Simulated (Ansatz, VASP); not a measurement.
## C: VASP beside Ansatz

Contents of INCAR:

```
SYSTEM = C
ALGO     = Normal         ! electronic algorithm
EDIFF    = 1E-6           ! SCF threshold, eV
ENCUT    = 520            ! plane-wave cutoff, eV
GGA      = PE             ! functional
ISIF     = 2              ! what is computed and relaxed
ISMEAR   = 0              ! smearing method
IVDW     = 12             ! dispersion correction
LASPH    = .TRUE.         ! aspherical terms in the spheres
LCHARG   = .TRUE.         ! write CHGCAR
LELF     = .TRUE.         ! ELF
LREAL    = .FALSE.        ! projectors in reciprocal space
LVHAR    = .TRUE.       
LWAVE    = .FALSE.        ! write WAVECAR
NBANDS   = 11             ! bands
NELM     = 100            ! most SCF steps
PREC     = Accurate       ! precision mode
SIGMA    = 0.05           ! smearing width, eV
```

KPOINTS

```
k-points
0
G
  15 15 15
  0 0 0
```

POSCAR

```
C
1.0
    1.2324984681      0.7115833223      3.3613878357
   -1.2324984681      0.7115833223      3.3613878357
    0.0000000000     -1.4231666447      3.3613878357
C
2
Direct
    0.1665516769      0.1665516769      0.1454719248
    0.8334483231      0.8334483231      0.8545280752
```

Input for Ansatz:

```yaml
crystal:
  lattice:
    - [1.2324984681, 0.7115833223, 3.3613878357]
    - [-1.2324984681, 0.7115833223, 3.3613878357]
    - [0.0, -1.4231666447, 3.3613878357]
  atoms:
    - { symbol: C, position: [0.1665516769, 0.1665516769, 0.1454719248] }
    - { symbol: C, position: [0.8334483231, 0.8334483231, 0.8545280752] }
basis:
  ecutwfc: 520.0
kpoints:
  mp_grid: { grid: [15, 15, 15] }
hamiltonian:
  xc: pbe
  dispersion: d3bj
scf:
  occupations: { method: gaussian, width: 0.05 }
output:
  forces: true
  stress: true
  eigenvalues: true
```

Change from the starting cell: mode 4 frozen in at -0.071 Å and mode 6 at +0.030 Å (largest displacements).

Alike in both runs: task single point; functional PBE; dispersion D3(BJ); k mesh 15 × 15 × 15; occupations gaussian, width 0.05 eV; no spin polarisation.

|  | VASP | Ansatz |
| --- | --- | --- |
| version | VASP 6.6.1 | Ansatz 0.2.0 |
| potentials or method | VASP PAW PBE potentials, release 64 (C), cutoff 520 eV | scalar-relativistic, plane waves, PAW |
| valence electrons in the cell | 8 | 8 |

|  | VASP | Ansatz | Ansatz less VASP |
| --- | --- | --- | --- |
| gap on the k mesh at the Fermi level (eV) | 0.27 | 0.27 | 0.000 |
| least direct gap on the mesh (eV) | 0.27 | 0.27 | 0.000 |
| pressure (GPa) | 0.7 | 0.2 | -0.42 |
| traceless stress, the component that is largest in VASP (GPa) | 7.47 | 7.09 | -0.376 |
| rms of the force components (eV/Å) | 2.132 | 2.132 | -0.0002 |

Atom by atom the forces differ by 0.006 eV/Å (rms over components).
